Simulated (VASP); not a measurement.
# Bi (P6_3/mmc) in VASP: a series of runs, part 2 of 2

VASP 6.6.1. The steps go on from the part before.

### Step 3. Single point, PBEsol (volume scaled by 0.96)

The input, INCAR:

```
SYSTEM = Bi
ALGO = Normal
EDIFF = 1E-7
ENCUT = 520
GGA = PS
ISIF = 2
ISMEAR = -1
LASPH = .TRUE.
LCHARG = .FALSE.
LREAL = .FALSE.
LWAVE = .FALSE.
NBANDS = 22
NELM = 60
PREC = Accurate
SIGMA = 0.03
```

The input, KPOINTS:

```
k-points
0
G
  9 9 3
  0 0 0
```

The input, POSCAR:

```
Bi
1.0
    4.4776549378      0.0000000000      0.0000000000
   -2.2388274690      3.8777629256      0.0000000000
    0.0000000000      0.0000000000     11.6691290509
Bi
2
Direct
    0.3333333333      0.6666666667      0.2500000000
    0.6666666667      0.3333333333      0.7500000000
```

Potentials or basis: VASP PAW PBE potentials, release 64 (Bi_d).

Run with:

```bash
$ cat potpaw_PBE.64/Bi_d/POTCAR > POTCAR
$ mpirun -np 1 vasp_std > vasp.out
```

OUTCAR:

```text
SYSTEM = Bi
   EDIFF = 1E-7
   ENCUT = 520
   GGA = PS
   ISIF = 2
   ISMEAR = -1
   LASPH = .TRUE.
   LREAL = .FALSE.
   NELM = 60
   PREC = Accurate

 ion  position               nearest neighbor table
   1  0.333  0.667  0.250-
   2  0.667  0.333  0.750-

  LATTYP: Found a hexagonal cell.
 ALAT       =     4.4776549378
 C/A-ratio  =     2.6060804624

  Lattice vectors:

 A1 = (   4.4776549378,   0.0000000000,   0.0000000000)
 A2 = (  -2.2388274690,   3.8777629256,   0.0000000000)
 A3 = (   0.0000000000,   0.0000000000,  11.6691290509)

Analysis of symmetry for initial positions (statically):
=====================================================================
 Subroutine PRICEL returns:
 Original cell was already a primitive cell.

 Routine SETGRP: Setting up the symmetry group for a
 hexagonal supercell.

 Subroutine GETGRP returns: Found 24 space group operations
 (whereof 12 operations were pure point group operations)
 out of a pool of 24 trial point group operations.

The static configuration has the point symmetry D_3d.
 The point group associated with its full space group is D_6h.

Analysis of symmetry for dynamics (positions and initial velocities):
=====================================================================
 Subroutine PRICEL returns:
 Original cell was already a primitive cell.

 Routine SETGRP: Setting up the symmetry group for a
 hexagonal supercell.

 Subroutine GETGRP returns: Found 24 space group operations
 (whereof 12 operations were pure point group operations)
 out of a pool of 24 trial point group operations.

The dynamic configuration has the point symmetry D_3d.
 The point group associated with its full space group is D_6h.

[... 107 lines left out ...]
   PSTRESS=    0.0 pullay stress
   NELECT =      30.0000    total number of electrons
   NUPDOWN=      -1.0000    fix difference up-down
   EMIN   =  10.00;   EMAX   =-10.00  energy-range for DOS
   EFERMI =   0.00;   METHOD = LEGACY
   ISMEAR =    -1;   SIGMA  =   0.03  broadening in eV -4-tet -1-fermi 0-gaus
   EFERMI_NEDOS =   21; number of points for ismear=-14 and -15
   IALGO  =     38    algorithm
   IMIX   =      4    mixing-type and parameters
     AMIX     =   0.40;   BMIX     =  1.00
     AMIX_MAG =   1.60;   BMIX_MAG =  1.00
  volume/ion in A,a.u.               =     101.31       683.65
  Fermi-wavevector in a.u.,A,eV,Ry     =   0.866081  1.636656 10.205678  0.750096
  Thomas-Fermi vector in A             =   1.984418
   LORBIT       =      0    0 simple, 1 ext, 2 COOP (PROOUT), +10 PAW based schemes
   GGA     = PS    functional components
   LHFCALC =     F    Hartree Fock is set to
   AEXX    =    0.0000 exact exchange contribution
   IVDW    =     0    specifies the selected vdW correction
   LEPSILON=     F    determine dielectric tensor
   LRPA    =     F    only Hartree local field effects (RPA)
 non-spin polarized calculation
  energy-cutoff  :      520.00
  volume of cell :      202.61
 maximum number of plane-waves:      5485
 NGX is ok and might be reduce to    36
   NGX = 17   NGY = 17   NGZ = 43

 number of electron      30.0000005 magnetization

 Free energy of the ion-electron system (eV)
  ---------------------------------------------------
  ext. energy  EPLUGINS =         0.00000000
  ---------------------------------------------------
  free energy    TOTEN  =        -3.57223970 eV

  energy without entropy =       -3.55238359  energy(sigma->0) =       -3.56231165

 E-fermi :  -1.0019     XC(G=0):  -5.5604

 val. band max:       -1.0019897423   @ k =   0.3333   0.1111   0.3333
 cond. band min:      -0.9988128092   @ k =   0.3333   0.0000   0.3333
 fundamental gap:      0.0031769331
 Fermi energy:        -1.0018677904

 k-point     1 :       0.0000    0.0000    0.0000
  band No.  band energies     occupation
      1     -23.7770      2.00000
      2     -23.7770      2.00000
      3     -23.7698      2.00000
      4     -23.7698      2.00000
      5     -23.7698      2.00000
      6     -23.7698      2.00000
[... 589 lines left out ...]
     21       4.5686      0.00000
     22       5.0883      0.00000

------------------------ aborting loop because EDIFF is reached ----------------------------------------

  FORCE on cell =-STRESS in cart. coord.  units (eV):
  Direction    XX          YY          ZZ          XY          YZ          ZX
  --------------------------------------------------------------------------------------
  -------------------------------------------------------------------------------------
  Total       -6.9298298     -6.9298298     -0.5893817      0.0000000      0.0000000      0.0000000
  in kB      -54.7977629    -54.7977629     -4.6605474      0.0000000      0.0000000      0.0000000
  external PRESSURE =     -38.0853577 kB  Pullay stress =       0.0000000 kB

 VOLUME and BASIS-vectors are now :
 -----------------------------------------------------------------------------
  energy-cutoff  :      520.00
  volume of cell :      202.61
      direct lattice vectors                 reciprocal lattice vectors
     4.477654938  0.000000000  0.000000000     0.223331189  0.128940322  0.000000000
    -2.238827469  3.877762926  0.000000000     0.000000000  0.257880644  0.000000000
     0.000000000  0.000000000 11.669129051     0.000000000  0.000000000  0.085696199

 POSITION                                       TOTAL-FORCE (eV/Angst)
 -----------------------------------------------------------------------------------
     -0.00000      2.58518      2.91728        -0.000000     -0.000000      0.000000
      2.23883      1.29259      8.75185         0.000000      0.000000      0.000000
 -----------------------------------------------------------------------------------
    total drift:                               -0.000000      0.000000      0.000000

  FREE ENERGIE OF THE ION-ELECTRON SYSTEM (eV)
  ---------------------------------------------------
  free  energy   TOTEN  =        -3.5722397015 eV

  energy  without entropy=       -3.5523835930  energy(sigma->0) =       -3.56231165
```

OSZICAR:

```text
N       E                     dE             d eps       ncg     rms          rms(c)
DAV:   1     0.261549949512E+03    0.26155E+03   -0.14334E+04  1152   0.118E+03
DAV:   2     0.169940428962E+02   -0.24456E+03   -0.24005E+03  1134   0.318E+02
DAV:   3    -0.287733010305E+01   -0.19871E+02   -0.19612E+02  1254   0.118E+02
DAV:   4    -0.356689230413E+01   -0.68956E+00   -0.68832E+00  1358   0.239E+01
DAV:   5    -0.358941011667E+01   -0.22518E-01   -0.22517E-01  1504   0.407E+00    0.796E-01
DAV:   6    -0.357230501969E+01    0.17105E-01   -0.39830E-02  1230   0.154E+00    0.505E-01
DAV:   7    -0.357105483664E+01    0.12502E-02   -0.43329E-02  1206   0.133E+00    0.133E-01
DAV:   8    -0.357192120895E+01   -0.86637E-03   -0.31206E-03  1140   0.688E-01    0.500E-02
DAV:   9    -0.357216710141E+01   -0.24589E-03   -0.22162E-04  1216   0.844E-02    0.229E-02
DAV:  10    -0.357223056536E+01   -0.63464E-04   -0.55624E-05  1284   0.344E-02    0.377E-03
DAV:  11    -0.357223881438E+01   -0.82490E-05   -0.82789E-06  1230   0.233E-02    0.237E-03
DAV:  12    -0.357223966953E+01   -0.85514E-06   -0.22268E-06  1134   0.133E-02    0.743E-04
DAV:  13    -0.357223970151E+01   -0.31983E-07   -0.94644E-08   980   0.187E-03
   1 F= -.35722397E+01 E0= -.35623116E+01  d E =-.198561E-01
```

Run time: 82 s. Hardware: 1 thread of Intel Xeon Platinum 8259CL at 2.50GHz (Skylake/Cascade Lake), shared host; peak memory 0.35 GiB.

Results:

| Quantity | Value |
| --- | --- |
| Free energy | -3.5722 eV |
| Pressure | -3.8 GPa |
| Band gap on the k mesh | zero (band 15 reaches 0.54 eV, above the bottom of band 16 at -1.75 eV) |

Levels at points of the mesh, in eV from the Fermi level:
```
           k point  band 12  band 13  band 14  band 15  band 16  band 17  band 18  band 19
(0.00, 0.00, 0.00)   -10.35    -0.91    -0.36     1.54     1.54     1.55     1.55     3.02
```

Caveat: the PAW data sets were made with another functional, which shifts forces and pressure a little; spin-orbit coupling is left out, which moves the levels of the heavy elements.

### Step 4. Single point, PBEsol (equal xx and yy strain of -2 %)

The input, INCAR:

```
PREC     = Accurate       # precision mode
ENCUT    = 520            # plane-wave cutoff, eV
EDIFF    = 1E-7           # SCF threshold, eV
ISMEAR   = -1             # smearing method
SIGMA    = 0.03           # smearing width, eV
LREAL    = False          # projectors in reciprocal space
LASPH    = True           # aspherical terms in the spheres
NELM     = 100            # most SCF steps
ALGO     = Normal         # electronic algorithm
ISIF     = 2              # what is computed and relaxed
LWAVE    = False          # write WAVECAR
LCHARG   = False          # write CHGCAR
GGA      = PS             # functional
NBANDS   = 22             # bands
```

The input, KPOINTS:

```
regular mesh
0
Gamma
  9 9 3
```

The input, POSCAR:

```
Bi
1.0
    4.4482202937      0.0000000000      0.0000000000
   -2.2241101469      3.8522717760      0.0000000000
    0.0000000000      0.0000000000     11.8290000000
Bi
2
Direct
    0.3333333333      0.6666666667      0.2500000000
    0.6666666667      0.3333333333      0.7500000000
```

Run with:

```bash
$ cat potpaw_PBE.64/Bi_d/POTCAR > POTCAR
$ mpirun -np 1 vasp_std > vasp.out
```

It took 77 s on 1 thread of Intel Xeon Platinum 8259CL at 2.50GHz (Skylake/Cascade Lake), shared host; peak memory 0.34 GiB.

It converged, with:

- Free energy: -3.6569 eV
- Pressure: -3.8 GPa
- Band gap on the k mesh: zero (band 15 reaches 0.60 eV, above the bottom of band 16 at -1.77 eV)

Stress tensor (GPa, compression positive):
```
-5.55  0.00  0.00
 0.00 -5.55  0.00
 0.00  0.00 -0.39
```

Levels at points of the mesh, in eV from the Fermi level:
| k point | band 11 | band 12 | band 13 | band 14 | band 15 | band 16 | band 17 | band 18 | band 19 | band 20 |
| --- | --- | --- | --- | --- | --- | --- | --- | --- | --- | --- |
| (0.00, 0.00, 0.00) | -10.38 | -10.37 | -0.91 | -0.40 | 1.59 | 1.59 | 1.61 | 1.61 | 3.03 | 4.66 |

Caveat: the cell differs from its parent crystal (equal xx and yy strain of -2 %); the PAW data sets were made with another functional, which shifts forces and pressure a little; spin-orbit coupling is left out, which moves the levels of the heavy elements.

### Step 5. Single point, PBEsol (zz strain of -3 %)

The input, INCAR:

```
SYSTEM = Bi
PREC = Accurate
ENCUT = 520
EDIFF = 1E-6
ISMEAR = -1
SIGMA = 0.03
LREAL = .False.
LASPH = .True.
NELM = 100
ALGO = Normal
ISIF = 2
LWAVE = .False.
LCHARG = .True.
GGA = PS
LELF = .True.
LVHAR = .True.
NBANDS = 22
```

The input, KPOINTS:

```
regular mesh
0
Gamma
  9 9 3
  0 0 0
```

The input, POSCAR:

```
Bi
1.0
    4.5390002997      0.0000000000      0.0000000000
   -2.2695001499      3.9308895674      0.0000000000
    0.0000000000      0.0000000000     11.4741300000
Bi
2
Direct
    0.3333333333      0.6666666667      0.2500000000
    0.6666666667      0.3333333333      0.7500000000
```

Potentials or basis: VASP PAW PBE potentials, release 64 (Bi_d).

Run with:

```bash
$ cat potpaw_PBE.64/Bi_d/POTCAR > POTCAR
$ mpirun -np 1 vasp_std > vasp.out
```

OUTCAR:

```text
SYSTEM = Bi
   PREC = Accurate
   ENCUT = 520
   EDIFF = 1E-6
   ISMEAR = -1
   LREAL = .False.
   LASPH = .True.
   NELM = 100
   ISIF = 2
   GGA = PS

 ion  position               nearest neighbor table
   1  0.333  0.667  0.250-
   2  0.667  0.333  0.750-

  LATTYP: Found a hexagonal cell.
 ALAT       =     4.5390002997
 C/A-ratio  =     2.5278980486

  Lattice vectors:

 A1 = (   4.5390002997,   0.0000000000,   0.0000000000)
 A2 = (  -2.2695001499,   3.9308895674,   0.0000000000)
 A3 = (   0.0000000000,   0.0000000000,  11.4741300000)

Analysis of symmetry for initial positions (statically):
=====================================================================
 Subroutine PRICEL returns:
 Original cell was already a primitive cell.

 Routine SETGRP: Setting up the symmetry group for a
 hexagonal supercell.

 Subroutine GETGRP returns: Found 24 space group operations
[... 157 lines left out ...]

 Free energy of the ion-electron system (eV)
  ---------------------------------------------------
  ext. energy  EPLUGINS =         0.00000000
  ---------------------------------------------------
  free energy    TOTEN  =        -3.39750069 eV

  energy without entropy =       -3.37668805  energy(sigma->0) =       -3.38709437

 E-fermi :  -1.0440     XC(G=0):  -5.5579

 val. band max:       -1.0477879454   @ k =   0.4444   0.0000   0.0000
 cond. band min:      -1.0270373912   @ k =   0.3333   0.0000   0.3333
 fundamental gap:      0.0207505543
 Fermi energy:        -1.0440134997

 k-point     1 :       0.0000    0.0000    0.0000
  band No.  band energies     occupation
      1     -23.8243      2.00000
      2     -23.8242      2.00000
      3     -23.8188      2.00000
      4     -23.8188      2.00000
      5     -23.8187      2.00000
      6     -23.8187      2.00000
[... 589 lines left out ...]
     21       4.4832      0.00000
     22       5.0373      0.00000

------------------------ aborting loop because EDIFF is reached ----------------------------------------

  FORCE on cell =-STRESS in cart. coord.  units (eV):
  Direction    XX          YY          ZZ          XY          YZ          ZX
  --------------------------------------------------------------------------------------
  -------------------------------------------------------------------------------------
  Total       -6.7406382     -6.7406382     -0.7253529      0.0000000     -0.0000000      0.0000000
  in kB      -52.7522245    -52.7522245     -5.6766107      0.0000000     -0.0000000      0.0000000
  external PRESSURE =     -37.0603532 kB  Pullay stress =       0.0000000 kB

 VOLUME and BASIS-vectors are now :
 -----------------------------------------------------------------------------
  energy-cutoff  :      520.00
  volume of cell :      204.72
      direct lattice vectors                 reciprocal lattice vectors
     4.539000300  0.000000000  0.000000000     0.220312830  0.127197672  0.000000000
    -2.269500150  3.930889567  0.000000000     0.000000000  0.254395343  0.000000000
     0.000000000  0.000000000 11.474130000     0.000000000  0.000000000  0.087152577

 POSITION                                       TOTAL-FORCE (eV/Angst)
 -----------------------------------------------------------------------------------
     -0.00000      2.62059      2.86853         0.000000     -0.000000      0.000000
      2.26950      1.31030      8.60560        -0.000000      0.000000      0.000000
 -----------------------------------------------------------------------------------
    total drift:                               -0.000000      0.000000      0.000000

  FREE ENERGIE OF THE ION-ELECTRON SYSTEM (eV)
  ---------------------------------------------------
  free  energy   TOTEN  =        -3.3975006878 eV

  energy  without entropy=       -3.3766880548  energy(sigma->0) =       -3.38709437
```

stdout:

```text
POSCAR found type information on POSCAR Bi
 POSCAR found :  1 types and       2 ions
 scaLAPACK will be used
 -----------------------------------------------------------------------------
|                                                                             |
|                                                                             |
|     You enforced a specific xc type in the INCAR file but a different       |
|     I HOPE YOU KNOW WHAT YOU ARE DOING!                                     |
|                                                                             |
 -----------------------------------------------------------------------------

 LDA part: xc-table for (Slater+PW92), standard interpolation
 POSCAR, INCAR and KPOINTS ok, starting setup
 FFT: planning ... GRIDC
 FFT: planning ... GRID_SOFT
 FFT: planning ... GRID
 WAVECAR not read
 entering main loop
```

Wall time 74 s (1 thread of Intel Xeon Platinum 8259CL at 2.50GHz (Skylake/Cascade Lake), shared host); peak memory 0.36 GiB.

Results:

- Free energy: -3.3975 eV
- Pressure: -3.7 GPa
- Band gap on the k mesh: zero (band 15 reaches 0.38 eV, above the bottom of band 16 at -1.75 eV)

Caveat: the cell differs from its parent crystal (zz strain of -3 %); the PAW data sets were made with another functional, which shifts forces and pressure a little; spin-orbit coupling is left out, which moves the levels of the heavy elements.

### Step 6. Overview

```tsv
cell	gap on the mesh (eV)	pressure (GPa)
a = 4.403, b = 4.403, c = 11.829 Å, angles 90.0, 90.0, 120.0°, 2 atoms	none	-4.0
a = 4.478, b = 4.478, c = 11.669 Å, angles 90.0, 90.0, 120.0°, 2 atoms	none	-3.8
a = 4.448, b = 4.448, c = 11.829 Å, angles 90.0, 90.0, 120.0°, 2 atoms	none	-3.8
a = 4.539, b = 4.539, c = 11.474 Å, angles 90.0, 90.0, 120.0°, 2 atoms	none	-3.7
```

Alike in all rows: task single point; level PBEsol; potentials or basis VASP PAW PBE potentials, release 64 (Bi_d); no spin polarisation; k mesh 9 × 9 × 3; cutoff (eV) 520; smearing fermi-dirac 0.03 eV.

Caveats: the PAW data sets were made with another functional, which shifts forces and pressure a little; spin-orbit coupling is left out, which moves the levels of the heavy elements.

Total energies depend on the potentials used, so only differences within one code and one set of settings carry meaning.
